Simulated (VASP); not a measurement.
# Ga (Im-3m) in VASP: a series of runs

Runs on Ga. Level: BLYP. Tasks: single point, relaxation of cell and atoms.

All numbers are computed with VASP 6.6.1; they aren't measurements. Logs are shortened: lines on timing, memory, paths and dates and some standing lists are left out, and cuts for length are marked.

### 1 The cell of the first run

It takes space group Im-3m (No. 229, cubic). The conventional cell has a = 3.662 Å, b = 3.662 Å, c = 3.662 Å, α = 90.00°, β = 90.00°, γ = 90.00°. Within 4.2 Å of Ga (site symmetry m-3m) lie 14 Ga at 3.17 to 3.66 Å.

### 2 Single point, BLYP (volume scaled by 1.12)

The input, INCAR:

```
AGGAC = 1.0
AGGAX = 1.0
ALDAC = 0.0
ALDAX = 1.0
ALGO = Normal
EDIFF = 1E-6
ENCUT = 520
GGA = B5
ISIF = 2
ISMEAR = -1
LASPH = True
LCHARG = True
LELF = True
LREAL = False
LVHAR = True
LWAVE = False
NBANDS = 12
NELM = 80
PREC = Accurate
SIGMA = 0.1
```

The input, KPOINTS:

```
k-points
0
Gamma
  14 14 14
```

The input, POSCAR:

```
Ga
1.0
   -1.8310000317      1.8310000317      1.8310000317
    1.8310000317     -1.8310000317      1.8310000317
    1.8310000317      1.8310000317     -1.8310000317
Ga
1
Direct
    0.0000000000      0.0000000000      0.0000000000
```

Potentials or basis: VASP PAW PBE potentials, release 64 (Ga_d).

Started as:

```bash
$ cat potpaw_PBE.64/Ga_d/POTCAR > POTCAR
$ mpirun -np 1 vasp_std > vasp.out
```

OUTCAR:

```text
EDIFF = 1E-6
   ENCUT = 520
   GGA = B5
   ISIF = 2
   ISMEAR = -1
   LASPH = True
   LREAL = False
   NELM = 80
   PREC = Accurate

 ion  position               nearest neighbor table
   1  0.000  0.000  0.000-

  LATTYP: Found a body centered cubic cell.
 ALAT       =     3.6620000634

  Lattice vectors:

 A1 = (  -1.8310000317,   1.8310000317,   1.8310000317)
 A2 = (   1.8310000317,  -1.8310000317,   1.8310000317)
 A3 = (   1.8310000317,   1.8310000317,  -1.8310000317)

Analysis of symmetry for initial positions (statically):
=====================================================================
 Subroutine PRICEL returns:
 Original cell was already a primitive cell.

 Routine SETGRP: Setting up the symmetry group for a
 body centered cubic supercell.

 Subroutine GETGRP returns: Found 48 space group operations
 (whereof 48 operations were pure point group operations)
 out of a pool of 48 trial point group operations.

The static configuration has the point symmetry O_h .

Analysis of symmetry for dynamics (positions and initial velocities):
=====================================================================
 Subroutine PRICEL returns:
 Original cell was already a primitive cell.

 Routine SETGRP: Setting up the symmetry group for a
 body centered cubic supercell.

 Subroutine GETGRP returns: Found 48 space group operations
 (whereof 48 operations were pure point group operations)
 out of a pool of 48 trial point group operations.

The dynamic configuration has the point symmetry O_h .

 Subroutine INISYM returns: Found 48 space group operations
 (whereof 48 operations are pure point group operations),
 and found     1 'primitive' translations

----------------------------------------------------------------------------------------

                                     Primitive cell

  volume of cell :      24.5542

  direct lattice vectors                    reciprocal lattice vectors
    -1.831000032  1.831000032  1.831000032     0.000000000  0.273074818  0.273074818
     1.831000032 -1.831000032  1.831000032     0.273074818  0.000000000  0.273074818
     1.831000032  1.831000032 -1.831000032     0.273074818  0.273074818  0.000000000

  length of vectors
     3.171385084  3.171385084  3.171385084     0.386186111  0.386186111  0.386186111

  position of ions in fractional coordinates (direct lattice)
     0.000000000  0.000000000  0.000000000
[... 75 lines left out ...]
   NELM   =     80;   NELMIN=  2; NELMDL= -5     # of ELM steps
   EDIFF  = 0.1E-05   stopping-criterion for ELM
   LREAL  =      F    real-space projection
   EDIFFG = 0.1E-04   stopping-criterion for IOM
   NSW    =      0    number of steps for IOM
   IBRION =     -1    ionic relax: 0-MD 1-quasi-New 2-CG
   NFREE  =      0    steps in history (QN), initial steepest desc. (CG)
   ISIF   =      2    stress and relaxation
   ISYM   =      2    0-nonsym 1-usesym 2-fastsym
   POTIM  = 0.5000    time-step for ionic-motion
   TEBEG  =    0.0;   TEEND  =   0.0 temperature during run
   PSTRESS=    0.0 pullay stress
   NELECT =      13.0000    total number of electrons
   NUPDOWN=      -1.0000    fix difference up-down
   EMIN   =  10.00;   EMAX   =-10.00  energy-range for DOS
   EFERMI =   0.00;   METHOD = LEGACY
   ISMEAR =    -1;   SIGMA  =   0.10  broadening in eV -4-tet -1-fermi 0-gaus
   EFERMI_NEDOS =   21; number of points for ismear=-14 and -15
   IALGO  =     38    algorithm
   IMIX   =      4    mixing-type and parameters
     AMIX     =   0.40;   BMIX     =  1.00
     AMIX_MAG =   1.60;   BMIX_MAG =  1.00
  volume/ion in A,a.u.               =      24.55       165.70
  Fermi-wavevector in a.u.,A,eV,Ry     =   1.324385  2.502725 23.864561  1.753996
  Thomas-Fermi vector in A             =   2.453924
   LORBIT       =      0    0 simple, 1 ext, 2 COOP (PROOUT), +10 PAW based schemes
   GGA     = B5    functional components
   LHFCALC =     F    Hartree Fock is set to
   AEXX    =    0.0000 exact exchange contribution
   IVDW    =     0    specifies the selected vdW correction
   LEPSILON=     F    determine dielectric tensor
   LRPA    =     F    only Hartree local field effects (RPA)
 non-spin polarized calculation
  energy-cutoff  :      520.00
  volume of cell :       24.55
 maximum number of plane-waves:       682
   NGX = 11   NGY = 11   NGZ = 11

 number of electron      13.0000013 magnetization

 Free energy of the ion-electron system (eV)
  ---------------------------------------------------
  ext. energy  EPLUGINS =         0.00000000
  ---------------------------------------------------
  free energy    TOTEN  =        -2.09880578 eV

  energy without entropy =       -2.08237924  energy(sigma->0) =       -2.09059251

 E-fermi :   3.8353     XC(G=0):  -9.2111

 val. band max:        3.8001872406   @ k =  -0.4286   0.5000   0.2857
 cond. band min:       3.9342544968   @ k =   0.2857   0.2857   0.0714
 fundamental gap:      0.1340672562
 Fermi energy:         3.8353208724

 k-point     1 :       0.0000    0.0000    0.0000
  band No.  band energies     occupation
      1     -11.0424      2.00000
      2     -11.0424      2.00000
      3     -11.0424      2.00000
      4     -10.9440      2.00000
      5     -10.9440      2.00000
      6      -5.4411      2.00000
      7      13.2283      0.00000
      8      13.2283      0.00000
      9      13.2283      0.00000
     10      18.6461      0.00000
     11      18.6461      0.00000
     12      18.6461      0.00000
[... 331 lines left out ...]
 k-point    24 :       0.3571    0.2857   -0.0000
  band No.  band energies     occupation
      1     -11.0618      2.00000
      2     -10.9964      2.00000
      3     -10.9748      2.00000
      4     -10.9417      2.00000
      5     -10.9262      2.00000
      6       0.1558      2.00000
      7       2.7387      1.99997
      8       3.9763      0.39242
      9       9.8149      0.00000
     10      16.5267      0.00000
     11      18.5850      0.00000
     12      19.4733      0.00000

 [... further k-points ...]
[... 5 lines left out ...]
  --------------------------------------------------------------------------------------
  -------------------------------------------------------------------------------------
  Total       -0.3900985     -0.3900985     -0.3900985     -0.0000000     -0.0000000      0.0000000
  in kB      -25.4542192    -25.4542192    -25.4542192     -0.0000000     -0.0000000      0.0000000
  external PRESSURE =     -25.4542192 kB  Pullay stress =       0.0000000 kB

 VOLUME and BASIS-vectors are now :
 -----------------------------------------------------------------------------
  energy-cutoff  :      520.00
  volume of cell :       24.55
      direct lattice vectors                 reciprocal lattice vectors
    -1.831000032  1.831000032  1.831000032     0.000000000  0.273074818  0.273074818
     1.831000032 -1.831000032  1.831000032     0.273074818  0.000000000  0.273074818
     1.831000032  1.831000032 -1.831000032     0.273074818  0.273074818  0.000000000

 POSITION                                       TOTAL-FORCE (eV/Angst)
 -----------------------------------------------------------------------------------
      0.00000      0.00000      0.00000         0.000000      0.000000      0.000000
 -----------------------------------------------------------------------------------
    total drift:                               -0.000000      0.000000      0.000000

  FREE ENERGIE OF THE ION-ELECTRON SYSTEM (eV)
  ---------------------------------------------------
  free  energy   TOTEN  =        -2.0988057809 eV

  energy  without entropy=       -2.0823792398  energy(sigma->0) =       -2.09059251
```

stdout:

```text
POSCAR found type information on POSCAR Ga
 POSCAR found :  1 types and       1 ions
 scaLAPACK will be used
 -----------------------------------------------------------------------------
|                                                                             |
|                                                                             |
|     You enforced a specific xc type in the INCAR file but a different       |
|     I HOPE YOU KNOW WHAT YOU ARE DOING!                                     |
|                                                                             |
 -----------------------------------------------------------------------------

 LDA part: xc-table for (Slater(with rela. corr.)+VWN5), standard interpolation
 POSCAR, INCAR and KPOINTS ok, starting setup
 FFT: planning ... GRIDC
 FFT: planning ... GRID_SOFT
 FFT: planning ... GRID
 WAVECAR not read
 entering main loop
```

Wall time 29 s (1 thread of Intel Xeon Platinum 8259CL at 2.50GHz (Skylake/Cascade Lake), shared host); peak memory 0.15 GiB.

What came out:

* Free energy: -2.0988 eV
* Pressure: -2.5 GPa

Caveat: the cell differs from its parent crystal (volume scaled by 1.12); the PAW data sets were made with another functional, which shifts forces and pressure a little.

### 3 Relaxation of cell and atoms, BLYP

This run uses another cell than the first one, of 19.59 Å³/atom, 0.798 times its volume.

The input, INCAR:

```
AGGAC    = 1.0          
AGGAX    = 1.0          
ALDAC    = 0.0          
ALDAX    = 1.0          
ALGO     = Normal         # electronic algorithm
EDIFF    = 1E-6           # SCF threshold, eV
EDIFFG   = -0.01          # ionic threshold
ENCUT    = 600            # plane-wave cutoff, eV
GGA      = B5             # functional
IBRION   = 2              # ionic algorithm
ISIF     = 3              # what is computed and relaxed
ISMEAR   = -1             # smearing method
LASPH    = True           # aspherical terms in the spheres
LCHARG   = False          # write CHGCAR
LREAL    = False          # projectors in reciprocal space
LWAVE    = False          # write WAVECAR
NELM     = 100            # most SCF steps
NSW      = 80             # ionic steps
PREC     = Accurate       # precision mode
SIGMA    = 0.1            # smearing width, eV
```

The input, KPOINTS:

```
k-points
0
Gamma
  13 13 13
```

The input, POSCAR:

```
Ga
1.0
   -1.6983540166      1.6983540166      1.6983540166
    1.6983540166     -1.6983540166      1.6983540166
    1.6983540166      1.6983540166     -1.6983540166
Ga
1
Direct
    0.0000000000      0.0000000000      0.0000000000
```

Potentials or basis: VASP PAW PBE potentials, release 64 (Ga_d).

Started as:

```bash
$ cat potpaw_PBE.64/Ga_d/POTCAR > POTCAR
$ mpirun -np 1 vasp_std > vasp.out
```

It took 71 s on 1 thread of Intel Xeon Platinum 8259CL at 2.50GHz (Skylake/Cascade Lake), shared host; peak memory 0.15 GiB.

It converged, with:

```yaml
Free_energy: -2.1198 eV
Relaxed_volume: 21.94 Å³/atom
Relaxed_cell: a = 3.054 Å, b = 3.054 Å, c = 3.054 Å, α = 109.47°, β = 109.47°, γ = 109.47°
Space_group_after_relaxing_to_0.05_Å: Im-3m (No. 229)
Energy_gained_by_relaxing: 27.9 meV/atom
Ionic_steps: 4
Pressure_after_relaxing: 0.0 GPa
```

The path:
```
step  energy change (eV)  largest force (eV/Å)  pressure (GPa)  volume (Å³)
   1              0.0000                0.0000            4.23        19.59
   2             -0.0249                0.0000            1.24        21.10
   3             -0.0278                0.0000           -0.08        21.99
   4             -0.0279                0.0000            0.01        21.94
```

Final structure:
```yaml
crystal:
  lattice:
    - [-1.76347, 1.76347, 1.76347]
    - [1.76347, -1.76347, 1.76347]
    - [1.76347, 1.76347, -1.76347]
  atoms:
    - { symbol: Ga, position: [0.00000, 0.00000, 0.00000] }
```

Levels at points of the mesh, in eV from the Fermi level:
```tsv
k point	band 4	band 5	band 6	band 7	band 8	band 9
(0.00, 0.00, 0.00)	-14.78	-14.78	-9.96	10.53	10.53	10.53
```

Caveat: the PAW data sets were made with another functional, which shifts forces and pressure a little.

### 4 Single point, BLYP

This run uses another cell than the first one, of 21.92 Å³/atom, 0.893 times its volume.

The input, INCAR:

```
  PREC = Accurate
  ENCUT = 520
  EDIFF = 1E-6
  ISMEAR = -1
  SIGMA = 0.1
  LREAL = False
  LASPH = True
  NELM = 80
  ALGO = Normal
  ISIF = 2
  LWAVE = False
  LCHARG = False
  GGA = B5
  ALDAX = 1.0
  AGGAX = 1.0
  AGGAC = 1.0
  ALDAC = 0.0
  NBANDS = 12
```

The input, KPOINTS:

```
regular mesh
0
Gamma
  21 21 21
```

The input, POSCAR:

```
Ga
1.0
   -1.7631219177      1.7631219177      1.7631219177
    1.7631219177     -1.7631219177      1.7631219177
    1.7631219177      1.7631219177     -1.7631219177
Ga
1
Direct
    0.0000000000      0.0000000000      0.0000000000
```

Started as:

```bash
$ cat potpaw_PBE.64/Ga_d/POTCAR > POTCAR
$ mpirun -np 1 vasp_std > vasp.out
```

It took 71 s on 1 thread of Intel Xeon Platinum 8259CL at 2.50GHz (Skylake/Cascade Lake), shared host; peak memory 0.19 GiB.

The run converged. Its results:

```
Free energy : -2.1207 eV
Pressure    : 0.0 GPa
```

Levels at points of the mesh, in eV from the Fermi level:
| k point | band 2 | band 3 | band 4 | band 5 | band 6 | band 7 | band 8 | band 9 | band 10 | band 11 |
| --- | --- | --- | --- | --- | --- | --- | --- | --- | --- | --- |
| (0.00, 0.00, 0.00) | -14.93 | -14.93 | -14.79 | -14.79 | -9.97 | 10.53 | 10.53 | 10.53 | 15.79 | 15.79 |

Caveat: the PAW data sets were made with another functional, which shifts forces and pressure a little.

### 5 Overview

```csv
task,cell,k mesh,cutoff (eV),gap on the mesh (eV),pressure (GPa)
single point,"a = 3.171 Å, angles 109.5°, 1 atom",14 × 14 × 14,520,none,-2.5
relaxation of cell and atoms,"relaxed from a = 2.942 Å, angles 109.5°, 1 atom",13 × 13 × 13,600,none,0.0
single point,"a = 3.054 Å, angles 109.5°, 1 atom",21 × 21 × 21,520,none,0.0
```

Alike in all rows: level BLYP; potentials or basis VASP PAW PBE potentials, release 64 (Ga_d); no spin polarisation; smearing fermi-dirac 0.1 eV.

Caveats: the PAW data sets were made with another functional, which shifts forces and pressure a little.

Total energies depend on the potentials used, so only differences within one code and one set of settings carry meaning.
